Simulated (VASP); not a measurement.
# NaH in VASP: further runs, part 2 of 2

VASP 6.6.1.

### 3 Single point, r2SCAN

This run uses another cell than the first one, of the same volume but with other edges.

POSCAR

```
NaH
1.0
    2.9956101817      0.0000000000      0.0000000000
    0.0000000000      2.9956101817      0.0000000000
    0.0000000000      0.0000000000      2.8757857744
Na H
1 1
Direct
    0.0000000000      0.0000000000      0.0000000000
    0.5000000000      0.5000000000      0.5000000000
```

INCAR.step1

```
SYSTEM = NaH
PREC = Accurate ; ENCUT = 550
ISMEAR = -1 ; SIGMA = 0.02
LREAL = .False. ; LASPH = .True.
NELM = 120 ; NBANDS = 11
GGA = PE ; ALGO = Normal
EDIFF = 1E-5 ; LWAVE = .True.
LCHARG = .False. ; GGA_COMPAT = .False.
```

INCAR.step2

```
SYSTEM = NaH
PREC = Accurate ; ENCUT = 550
EDIFF = 1E-6 ; ISMEAR = -1
SIGMA = 0.02 ; LREAL = .False.
LASPH = .True. ; NELM = 120
ALGO = Normal ; ISIF = 2
LWAVE = .False. ; LCHARG = .False.
METAGGA = R2SCAN ; LMIXTAU = .True.
NBANDS = 11 ; ISTART = 1
GGA_COMPAT = .False.
```

KPOINTS

```
Automatic mesh
0
Gamma
  6 6 6
  0 0 0
```

Potentials or basis: VASP PAW PBE potentials, release 64 (Na_pv, H).

Run with:

```
> cat potpaw_PBE.64/Na_pv/POTCAR potpaw_PBE.64/H/POTCAR > POTCAR
> cp INCAR.step1 INCAR
> mpirun -np 1 vasp_std > vasp.out
> cp INCAR.step2 INCAR
> mpirun -np 1 vasp_std > vasp.out
```

OUTCAR:

```text
SYSTEM = NaH
   PREC = Accurate
   ENCUT = 550
   EDIFF = 1E-6
   ISMEAR = -1
   LREAL = .False.
   LASPH = .True.
   NELM = 120
   ISIF = 2
   METAGGA = R2SCAN
   ISTART = 1

 ion  position               nearest neighbor table
   1  0.000  0.000  0.000-
   2  0.500  0.500  0.500-

  LATTYP: Found a simple tetragonal cell.
 ALAT       =     2.9956101817
 C/A-ratio  =     0.9600000000

  Lattice vectors:

 A1 = (   2.9956101817,   0.0000000000,   0.0000000000)
 A2 = (   0.0000000000,   2.9956101817,   0.0000000000)
 A3 = (   0.0000000000,   0.0000000000,   2.8757857744)

Analysis of symmetry for initial positions (statically):
=====================================================================
 Subroutine PRICEL returns:
 Original cell was already a primitive cell.

 Routine SETGRP: Setting up the symmetry group for a
 simple tetragonal supercell.

 Subroutine GETGRP returns: Found 16 space group operations
 (whereof 16 operations were pure point group operations)
 out of a pool of 16 trial point group operations.

The static configuration has the point symmetry D_4h.

Analysis of symmetry for dynamics (positions and initial velocities):
=====================================================================
 Subroutine PRICEL returns:
 Original cell was already a primitive cell.

 Routine SETGRP: Setting up the symmetry group for a
 simple tetragonal supercell.

 Subroutine GETGRP returns: Found 16 space group operations
 (whereof 16 operations were pure point group operations)
 out of a pool of 16 trial point group operations.

The dynamic configuration has the point symmetry D_4h.

 Subroutine INISYM returns: Found 16 space group operations
 (whereof 16 operations are pure point group operations),
 and found     1 'primitive' translations

----------------------------------------------------------------------------------------

                                     Primitive cell
[... 116 lines left out ...]
   METAGGA = R2SCAN    functional components
   LHFCALC =     F    Hartree Fock is set to
   AEXX    =    0.0000 exact exchange contribution
   IVDW    =     0    specifies the selected vdW correction
   LEPSILON=     F    determine dielectric tensor
   LRPA    =     F    only Hartree local field effects (RPA)
 non-spin polarized calculation
  energy-cutoff  :      550.00
  volume of cell :       25.81
 maximum number of plane-waves:       770
 NGX is ok and might be reduce to    24

 number of electron       7.9999995 magnetization

 Free energy of the ion-electron system (eV)
  ---------------------------------------------------
  ext. energy  EPLUGINS =         0.00000000
  ---------------------------------------------------
  free energy    TOTEN  =        -7.28014936 eV

  energy without entropy =       -7.28014936  energy(sigma->0) =       -7.28014936

 E-fermi :   1.4678     XC(G=0):  -8.5615

 val. band max:        1.0752633358   @ k =   0.5000   0.5000   0.5000
 cond. band min:       2.5327261377   @ k =   0.5000   0.0000   0.0000
 fundamental gap:      1.4574628019
 Fermi energy:         1.4678368325

 k-point     1 :       0.0000    0.0000    0.0000
  band No.  band energies     occupation
      1     -24.4355      2.00000
      2     -24.4355      2.00000
      3     -24.4302      2.00000
      4      -4.8957      2.00000
      5      10.6244      0.00000
      6      12.2862      0.00000
      7      13.1376      0.00000
      8      13.8788      0.00000
      9      13.8788      0.00000
     10      15.3151      0.00000
     11      26.8110      0.00000
[... 309 lines left out ...]
 k-point    24 :       0.5000    0.0000    0.3333
  band No.  band energies     occupation
      1     -24.5621      2.00000
      2     -24.5583      2.00000
      3     -24.4086      2.00000
      4      -1.2842      2.00000
      5       4.5300      0.00000
      6       7.5827      0.00000
      7      11.0789      0.00000
      8      15.9229      0.00000
      9      17.7358      0.00000
     10      19.8667      0.00000
     11      21.3666      0.00000

 [... further k-points ...]

------------------------ aborting loop because EDIFF is reached ----------------------------------------

  FORCE on cell =-STRESS in cart. coord.  units (eV):
  Direction    XX          YY          ZZ          XY          YZ          ZX
  --------------------------------------------------------------------------------------
  -------------------------------------------------------------------------------------
  Total       -0.3897897     -0.3897897      0.4240143      0.0000000      0.0000000     -0.0000000
  in kB      -24.1999133    -24.1999133     26.3247333      0.0000000      0.0000000     -0.0000000
  external PRESSURE =      -7.3583644 kB  Pullay stress =       0.0000000 kB

 VOLUME and BASIS-vectors are now :
 -----------------------------------------------------------------------------
  energy-cutoff  :      550.00
  volume of cell :       25.81
      direct lattice vectors                 reciprocal lattice vectors
     2.995610182  0.000000000  0.000000000     0.333821806  0.000000000  0.000000000
     0.000000000  2.995610182  0.000000000     0.000000000  0.333821806  0.000000000
     0.000000000  0.000000000  2.875785774     0.000000000  0.000000000  0.347731048

 POSITION                                       TOTAL-FORCE (eV/Angst)
 -----------------------------------------------------------------------------------
      0.00000      0.00000      0.00000         0.000000      0.000000      0.000000
      1.49781      1.49781      1.43789         0.000000      0.000000      0.000000
 -----------------------------------------------------------------------------------
    total drift:                                0.000000      0.000000      0.000000

  FREE ENERGIE OF THE ION-ELECTRON SYSTEM (eV)
  ---------------------------------------------------
  free  energy   TOTEN  =        -7.2801493563 eV

  energy  without entropy=       -7.2801493563  energy(sigma->0) =       -7.28014936
```

OSZICAR.step1:

```text
N       E                     dE             d eps       ncg     rms          rms(c)
DAV:   1     0.368890445491E+02    0.36889E+02   -0.46404E+03   883   0.810E+02
DAV:   2    -0.386130424891E+01   -0.40750E+02   -0.40017E+02   919   0.198E+02
DAV:   3    -0.521857659732E+01   -0.13573E+01   -0.13558E+01  1025   0.339E+01
DAV:   4    -0.522690742752E+01   -0.83308E-02   -0.83300E-02  1021   0.271E+00
DAV:   5    -0.522697581406E+01   -0.68387E-04   -0.68386E-04   991   0.246E-01    0.311E+00
DAV:   6    -0.487015381392E+01    0.35682E+00   -0.35121E-01   985   0.321E+00    0.147E+00
DAV:   7    -0.475802997209E+01    0.11212E+00   -0.38795E-01   955   0.251E+00    0.382E-01
DAV:   8    -0.476074111411E+01   -0.27111E-02   -0.92546E-03   967   0.108E+00    0.764E-02
DAV:   9    -0.476045349053E+01    0.28762E-03   -0.18291E-03  1007   0.431E-01    0.283E-02
DAV:  10    -0.476043321967E+01    0.20271E-04   -0.10412E-04   985   0.582E-02    0.293E-03
DAV:  11    -0.476043411591E+01   -0.89624E-06   -0.15413E-06   578   0.835E-03
   1 F= -.47604341E+01 E0= -.47604341E+01  d E =-.538427E-11
```

Run time: 23 s. Hardware: 1 thread of Intel Xeon Platinum 8559C (Emerald Rapids), shared host; peak memory 0.13 GiB.

What came out:

```
Free energy            : -7.2801 eV
Pressure               : -0.7 GPa
Band gap on the k mesh : 1.46 eV (least direct gap 5.05 eV)
```

Stress tensor (GPa, compression positive):
```
-2.42  0.00  0.00
 0.00 -2.42  0.00
 0.00  0.00  2.63
```

Caveat: the PAW data sets were made with another functional, which shifts forces and pressure a little. A k mesh can miss the band edges.

### 4 Single point, r2SCAN

POSCAR

```
NaH
1.0
    2.9750916598      0.0000000000      0.0000000000
    0.0000000000      2.9750916598      0.0000000000
    0.0000000000      0.0000000000      2.9155898266
Na H
1 1
Direct
    0.0000000000      0.0000000000      0.0000000000
    0.5000000000      0.5000000000      0.5000000000
```

INCAR.step1

```
SYSTEM = NaH
PREC = Accurate
ENCUT = 550
ISMEAR = -1
SIGMA = 0.02
LREAL = .FALSE.
LASPH = .TRUE.
NELM = 120
NBANDS = 11
GGA = PE
ALGO = Normal
EDIFF = 1E-5
LWAVE = .TRUE.
LCHARG = .FALSE.
GGA_COMPAT = .FALSE.
```

INCAR.step2

```
SYSTEM = NaH
PREC = Accurate
ENCUT = 550
EDIFF = 1E-6
ISMEAR = -1
SIGMA = 0.02
LREAL = .FALSE.
LASPH = .TRUE.
NELM = 120
ALGO = Normal
ISIF = 2
LWAVE = .FALSE.
LCHARG = .FALSE.
METAGGA = R2SCAN
LMIXTAU = .TRUE.
NBANDS = 11
ISTART = 1
GGA_COMPAT = .FALSE.
```

KPOINTS

```
Automatic mesh
0
G
  6 6 6
  0 0 0
```

Run with:

```
> cat potpaw_PBE.64/Na_pv/POTCAR potpaw_PBE.64/H/POTCAR > POTCAR
> cp INCAR.step1 INCAR
> mpirun -np 1 vasp_std > vasp.out
> cp INCAR.step2 INCAR
> mpirun -np 1 vasp_std > vasp.out
```

It took 28 s on 1 thread of Intel Xeon Platinum 8559C (Emerald Rapids), shared host; peak memory 0.14 GiB.

Results (log left out):

```yaml
Free_energy: -7.2886 eV
Pressure: -0.9 GPa
Band_gap_on_the_k_mesh: 1.53 eV (least direct gap 5.07 eV)
```

Stress tensor (GPa, compression positive):
```
-1.70  0.00  0.00
 0.00 -1.70  0.00
 0.00  0.00  0.84
```

Levels at points of the mesh, in eV from the valence-band top:
```
           k point  band 1  band 2  band 3  band 4  band 5  band 6  band 7  band 8  band 9
(0.00, 0.00, 0.00)  -25.49  -25.49  -25.49   -5.96    9.65   11.40   11.79   13.05   13.05
(0.50, 0.00, 0.00)  -25.65  -25.48  -25.48   -3.54    1.53   11.98   14.78   14.83   15.50
(0.50, 0.50, 0.00)  -25.62  -25.62  -25.46   -1.90    4.69    4.69    7.62   15.99   19.76
(0.00, 0.00, 0.50)  -25.67  -25.47  -25.47   -3.40    1.73   11.83   14.77   14.93   14.93
(0.50, 0.00, 0.50)  -25.65  -25.62  -25.46   -1.78    4.85    4.89    7.81   15.49   19.16
(0.50, 0.50, 0.50)  -25.62  -25.60  -25.60    0.00    7.25    7.25    7.34   10.05   10.11
```

Caveat: the PAW data sets were made with another functional, which shifts forces and pressure a little. A k mesh can miss the band edges.

### 5 Overview

```tsv
cell	gap on the mesh (eV)	pressure (GPa)
a = 2.955 Å, 2 atoms	1.60	-0.9
a = 2.996, b = 2.996, c = 2.876 Å, 2 atoms	1.46	-0.7
a = 2.975, b = 2.975, c = 2.916 Å, 2 atoms	1.53	-0.9
```

Alike in all rows: task single point; level r2SCAN; potentials or basis VASP PAW PBE potentials, release 64 (Na_pv, H); no spin polarisation; k mesh 6 × 6 × 6; cutoff (eV) 550; smearing fermi-dirac 0.02 eV.

Caveats: the PAW data sets were made with another functional, which shifts forces and pressure a little.

Absolute energies hang on the potentials; compare differences alone.
